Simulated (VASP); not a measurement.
# InRu2 (Cmmm) in VASP: single point with PBE

Aim: the single point of InRu2 with PBE.

Everything below comes from runs of VASP 6.6.1. Logs are shortened: lines on timing, memory, paths and dates and some standing lists are left out, and cuts for length are marked.

### 1 The cell of the first run

It takes space group Cmmm (No. 65, orthorhombic). The conventional cell has a = 2.882 Å, b = 12.414 Å, c = 2.804 Å, α = 90.00°, β = 90.00°, γ = 90.00°. In (site symmetry mmm) has 4 In at 2.80 to 2.88 Å and 8 Ru at 2.91 Å within 3.7 Å. Ru (site symmetry m2m) has 6 Ru at 2.47 to 2.88 Å and 4 In at 2.91 Å within 3.3 Å.

### 2 Single point, PBE, collinear spin, ferromagnetic start

INCAR reads:

```
SYSTEM = InRu2
PREC = Accurate
ENCUT = 500
EDIFF = 1E-6
ISMEAR = 0
SIGMA = 0.1
LREAL = .FALSE.
LASPH = .TRUE.
NELM = 200
ALGO = Normal
ISIF = 2
LWAVE = .FALSE.
LCHARG = .FALSE.
ISPIN = 2
MAGMOM = 0 1 1
LORBIT = 11
LMAXMIX = 4
GGA = PE
NBANDS = 32
GGA_COMPAT = .FALSE.
```

KPOINTS reads:

```
Automatic mesh
0
G
  6 6 6
  0 0 0
```

POSCAR reads:

```
InRu2
1.0
    1.4410575418     -6.2071297304      0.0000000000
    1.4410575418      6.2071297304      0.0000000000
    0.0000000000      0.0000000000      2.8037752372
In Ru
1 2
Direct
    0.0000000000      0.0000000000      0.5000000000
    0.6690345351      0.3309654649      0.0000000000
    0.3309654649      0.6690345351      0.0000000000
```

Potentials or basis: VASP PAW PBE potentials, release 64 (In_d, Ru_pv).

On the command line:

```bash
$ cat potpaw_PBE.64/In_d/POTCAR potpaw_PBE.64/Ru_pv/POTCAR > POTCAR
$ mpirun -np 1 vasp_std > vasp.out
```

OUTCAR:

```text
SYSTEM = InRu2
   PREC = Accurate
   ENCUT = 500
   EDIFF = 1E-6
   ISMEAR = 0
   LREAL = .FALSE.
   LASPH = .TRUE.
   NELM = 200
   ISIF = 2
   ISPIN = 2
   LORBIT = 11
   GGA = PE

 ion  position               nearest neighbor table
   1  0.000  0.000  0.500-   2 2.91   2 2.91   3 2.91   3 2.91   2 2.91   2 2.91   3 2.91   3 2.91

   2  0.669  0.331  0.000-   3 2.47   3 2.47   1 2.91   1 2.91   1 2.91   1 2.91
   3  0.331  0.669  0.000-   2 2.47   2 2.47   1 2.91   1 2.91   1 2.91   1 2.91

  LATTYP: Found a base centered orthorhombic cell.
 ALAT       =     2.8821150836
 B/A-ratio  =     4.3073434269
 C/A-ratio  =     0.9728186266

  Lattice vectors:

 A1 = (   1.4410575418,  -6.2071297304,   0.0000000000)
 A2 = (   1.4410575418,   6.2071297304,   0.0000000000)
 A3 = (   0.0000000000,   0.0000000000,   2.8037752372)

Analysis of symmetry for initial positions (statically):
=====================================================================
 Subroutine PRICEL returns:
 Original cell was already a primitive cell.

 Routine SETGRP: Setting up the symmetry group for a
 base centered orthorhombic supercell.

 Subroutine GETGRP returns: Found  8 space group operations
 (whereof  8 operations were pure point group operations)
 out of a pool of  8 trial point group operations.

The static configuration has the point symmetry D_2h.

Analysis of symmetry for dynamics (positions and initial velocities):
=====================================================================
 Subroutine PRICEL returns:
 Original cell was already a primitive cell.

 Routine SETGRP: Setting up the symmetry group for a
 base centered orthorhombic supercell.

 Subroutine GETGRP returns: Found  8 space group operations
 (whereof  8 operations were pure point group operations)
 out of a pool of  8 trial point group operations.

The dynamic configuration has the point symmetry D_2h.

Analysis of structural, dynamic, and magnetic symmetry:
=====================================================================
 Subroutine PRICEL returns:
 Original cell was already a primitive cell.

 Routine SETGRP: Setting up the symmetry group for a
 base centered orthorhombic supercell.

 Subroutine GETGRP returns: Found  8 space group operations
 (whereof  8 operations were pure point group operations)
 out of a pool of  8 trial point group operations.

The overall configuration has the point symmetry D_2h.

 Subroutine INISYM returns: Found  8 space group operations
 (whereof  8 operations are pure point group operations),
 and found     1 'primitive' translations

----------------------------------------------------------------------------------------

                                     Primitive cell

  volume of cell :      50.1586

  direct lattice vectors                    reciprocal lattice vectors
     1.441057542 -6.207129730  0.000000000     0.346967408 -0.080552529  0.000000000
     1.441057542  6.207129730  0.000000000     0.346967408  0.080552529  0.000000000
     0.000000000  0.000000000  2.803775237     0.000000000  0.000000000  0.356661970

  length of vectors
     6.372213613  6.372213613  2.803775237     0.356195301  0.356195301  0.356661970

  position of ions in fractional coordinates (direct lattice)
     0.000000000  0.000000000  0.500000000
     0.669034535  0.330965465  0.000000000
     0.330965465  0.669034535  0.000000000

  ion indices of the primitive-cell ions
   primitive index   ion index
                 1           1
                 2           2
                 3           3

----------------------------------------------------------------------------------------

 KPOINTS: Automatic mesh

Automatic generation of k-mesh.
 Grid dimensions read from file:
 generate k-points for:    6    6    6

 Generating k-lattice:

  Cartesian coordinates                     Fractional coordinates (reciprocal lattice)
     0.057827901 -0.013425422  0.000000000     0.166666667  0.000000000  0.000000000
     0.057827901  0.013425422  0.000000000     0.000000000  0.166666667  0.000000000
     0.000000000  0.000000000  0.059443662     0.000000000  0.000000000  0.166666667

  Length of vectors
     0.059365883  0.059365883  0.059443662

  Shift w.r.t. Gamma in fractional coordinates (k-lattice)
     0.000000000  0.000000000  0.000000000

 Subroutine IBZKPT returns following result:
 ===========================================

 Found     52 irreducible k-points:

 Following reciprocal coordinates:
            Coordinates               Weight
  0.000000  0.000000  0.000000      1.000000
  0.166667  0.000000  0.000000      4.000000
  0.333333  0.000000  0.000000      4.000000
  0.500000  0.000000  0.000000      2.000000
  0.166667  0.166667  0.000000      2.000000
  0.333333  0.166667  0.000000      4.000000
[... 16 lines left out ...]
  0.333333  0.333333  0.166667      4.000000
  0.500000  0.333333  0.166667      8.000000
 [... further k-points ...]
   k-points           NKPTS =     52   k-points in BZ     NKDIM =     52   number of bands    NBANDS=     32
   number of dos      NEDOS =    301   number of ions     NIONS =      3
   total plane-waves  NPLWV =  46080
   dimension x,y,z NGX =    48 NGY =   48 NGZ =   20
   dimension x,y,z NGXF=    96 NGYF=   96 NGZF=   40
   ions per type =               1   2
   NGX,Y,Z   is equivalent  to a cutoff of  12.52, 12.52, 11.86 a.u.
   NGXF,Y,Z  is equivalent  to a cutoff of  25.05, 25.05, 23.72 a.u.
 SYSTEM =  InRu2
   PREC   = accura    normal or accurate (medium, high low for compatibility)
   ISTART =      0    job   : 0-new  1-cont  2-samecut
   ICHARG =      2    charge: 1-file 2-atom 10-const
   ISPIN  =      2    spin polarized calculation?
   LNONCOLLINEAR =      F non collinear calculations
   LSORBIT =      F    spin-orbit coupling
   LASPH  =      T    aspherical Exc in radial PAW
   ENCUT  =  500.0 eV  36.75 Ry    6.06 a.u.  11.62 11.62  5.11*2*pi/ulx,y,z
   NELM   =    200;   NELMIN=  2; NELMDL= -5     # of ELM steps
   EDIFF  = 0.1E-05   stopping-criterion for ELM
   LREAL  =      F    real-space projection
   EDIFFG = 0.1E-04   stopping-criterion for IOM
   NSW    =      0    number of steps for IOM
   IBRION =     -1    ionic relax: 0-MD 1-quasi-New 2-CG
   NFREE  =      0    steps in history (QN), initial steepest desc. (CG)
   ISIF   =      2    stress and relaxation
   ISYM   =      2    0-nonsym 1-usesym 2-fastsym
   POTIM  = 0.5000    time-step for ionic-motion
   TEBEG  =    0.0;   TEEND  =   0.0 temperature during run
   PSTRESS=    0.0 pullay stress
   NELECT =      41.0000    total number of electrons
   NUPDOWN=      -1.0000    fix difference up-down
   EMIN   =  10.00;   EMAX   =-10.00  energy-range for DOS
   EFERMI =   0.00;   METHOD = LEGACY
   ISMEAR =     0;   SIGMA  =   0.10  broadening in eV -4-tet -1-fermi 0-gaus
   EFERMI_NEDOS =   21; number of points for ismear=-14 and -15
   IALGO  =     38    algorithm
   IMIX   =      4    mixing-type and parameters
     AMIX     =   0.40;   BMIX     =  1.00
     AMIX_MAG =   1.60;   BMIX_MAG =  1.00
  volume/ion in A,a.u.               =      16.72       112.83
  Fermi-wavevector in a.u.,A,eV,Ry     =   1.530692  2.892588 31.878674  2.343016
  Thomas-Fermi vector in A             =   2.638139
   LORBIT       =     11    0 simple, 1 ext, 2 COOP (PROOUT), +10 PAW based schemes
   GGA     = PE    functional components
   LHFCALC =     F    Hartree Fock is set to
   AEXX    =    0.0000 exact exchange contribution
   IVDW    =     0    specifies the selected vdW correction
   LEPSILON=     F    determine dielectric tensor
   LRPA    =     F    only Hartree local field effects (RPA)
 spin polarized calculation
 Gauss-broadening in eV      SIGMA  =   0.10
  energy-cutoff  :      500.00
  volume of cell :       50.16
 maximum number of plane-waves:      1292
 NGX is ok and might be reduce to    48
   NGX = 23   NGY = 23   NGZ = 11

 number of electron      40.9999989 magnetization      -0.0021051

 number of electron      40.9999989 magnetization       0.0004003

 Free energy of the ion-electron system (eV)
  ---------------------------------------------------
  ext. energy  EPLUGINS =         0.00000000
  ---------------------------------------------------
  free energy    TOTEN  =       -19.43901481 eV

  energy without entropy =      -19.41675112  energy(sigma->0) =      -19.42788296

 E-fermi :  10.9152     XC(G=0): -12.6966

 val. band max:       10.9054909576   @ k =   0.1667   0.1667   0.1667
 cond. band min:      10.9376356591   @ k =   0.3333   0.3333   0.1667
 fundamental gap:      0.0321447015
 Fermi energy:        10.9151716650

 spin component 1

 k-point     1 :       0.0000    0.0000    0.0000
  band No.  band energies     occupation
      1     -32.2266      1.00000
      2     -31.7505      1.00000
      3     -31.5659      1.00000
      4     -31.5080      1.00000
      5     -31.4498      1.00000
      6     -31.4446      1.00000
[... 24 lines left out ...]
     31      23.8514      0.00000
     32      23.8867      0.00000

 k-point     2 :       0.1667    0.0000    0.0000
  band No.  band energies     occupation
      1     -32.2066      1.00000
      2     -31.8733      1.00000
      3     -31.5525      1.00000
      4     -31.5018      1.00000
      5     -31.4759      1.00000
      6     -31.4519      1.00000
[... 24 lines left out ...]
     31      23.8771      0.00000
     32      24.8329      0.00000
[... 733 lines left out ...]
     31      22.0411      0.00000
     32      24.0329      0.00000

 k-point    24 :       0.5000    0.3333    0.1667
  band No.  band energies     occupation
      1     -32.1944      1.00000
      2     -31.8648      1.00000
      3     -31.6459      1.00000
      4     -31.5399      1.00000
      5     -31.4936      1.00000
      6     -31.4693      1.00000
[... 24 lines left out ...]
     31      23.2321      0.00000
     32      24.1280      0.00000

 [... further k-points ...]

 spin component 2

 k-point     1 :       0.0000    0.0000    0.0000
  band No.  band energies     occupation
      1     -32.2265      1.00000
      2     -31.7504      1.00000
      3     -31.5657      1.00000
      4     -31.5079      1.00000
      5     -31.4496      1.00000
      6     -31.4445      1.00000
[... 24 lines left out ...]
     31      23.8515      0.00000
     32      23.8867      0.00000

 k-point     2 :       0.1667    0.0000    0.0000
  band No.  band energies     occupation
      1     -32.2065      1.00000
      2     -31.8732      1.00000
      3     -31.5523      1.00000
      4     -31.5017      1.00000
      5     -31.4758      1.00000
      6     -31.4517      1.00000
[... 24 lines left out ...]
     31      23.8772      0.00000
     32      24.8329      0.00000
[... 733 lines left out ...]
     31      22.0413      0.00000
     32      24.0330      0.00000

 k-point    24 :       0.5000    0.3333    0.1667
  band No.  band energies     occupation
      1     -32.1943      1.00000
      2     -31.8647      1.00000
      3     -31.6457      1.00000
      4     -31.5398      1.00000
      5     -31.4934      1.00000
      6     -31.4692      1.00000
[... 24 lines left out ...]
     31      23.2322      0.00000
     32      24.1281      0.00000

 [... further k-points ...]
[... 5 lines left out ...]
  --------------------------------------------------------------------------------------
  -------------------------------------------------------------------------------------
  Total        0.0645374     -0.1542697      0.2353144      0.0000000      0.0000000      0.0000000
  in kB        2.0614676     -4.9277187      7.5164658      0.0000000      0.0000000      0.0000000
  external PRESSURE =       1.5500716 kB  Pullay stress =       0.0000000 kB

 VOLUME and BASIS-vectors are now :
 -----------------------------------------------------------------------------
  energy-cutoff  :      500.00
  volume of cell :       50.16
      direct lattice vectors                 reciprocal lattice vectors
     1.441057542 -6.207129730  0.000000000     0.346967408 -0.080552529  0.000000000
     1.441057542  6.207129730  0.000000000     0.346967408  0.080552529  0.000000000
     0.000000000  0.000000000  2.803775237     0.000000000  0.000000000  0.356661970

 POSITION                                       TOTAL-FORCE (eV/Angst)
 -----------------------------------------------------------------------------------
      0.00000      0.00000      1.40189        -0.000000      0.000000      0.000000
      1.44106     -2.09844      0.00000         0.000000     -0.072043      0.000000
      1.44106      2.09844      0.00000         0.000000      0.072043     -0.000000
 -----------------------------------------------------------------------------------
    total drift:                               -0.000000      0.000000      0.000000

  FREE ENERGIE OF THE ION-ELECTRON SYSTEM (eV)
  ---------------------------------------------------
  free  energy   TOTEN  =       -19.4390148095 eV

  energy  without entropy=      -19.4167511172  energy(sigma->0) =      -19.42788296

 total charge

# of ion       s       p       d       tot
------------------------------------------
    1        0.833   0.867   9.916  11.615
    2        0.347   6.198   6.020  12.565
    3        0.347   6.198   6.020  12.565
--------------------------------------------------
tot          1.528  13.263  21.956  36.746

 magnetization (x)

# of ion       s       p       d       tot
------------------------------------------
    1        0.000   0.000  -0.000   0.000
    2        0.000   0.000   0.000   0.000
    3        0.000   0.000   0.000   0.000
--------------------------------------------------
tot          0.000   0.000   0.000   0.000
```

Run time: 4.3 min. Hardware: 1 thread of Intel Xeon Platinum 8259CL at 2.50GHz (Skylake/Cascade Lake), shared host; peak memory 0.31 GiB.

What came out:

```
Free energy                                           : -19.4390 eV
Pressure                                              : 0.2 GPa
Largest force                                         : 0.072 eV/Å
Net moment                                            : 0.00 μB per cell
Valence electrons inside the program's atomic spheres : In 11.62; Ru 12.56
```

Forces in eV/Å, atoms in the order of the input:
```
In   0.000  0.000  0.000
Ru   0.000 -0.072  0.000
Ru   0.000  0.072  0.000
```

Caveat: the k points lie up to 0.37 Å⁻¹ apart; spin-orbit coupling is left out, which moves the levels of the heavy elements.
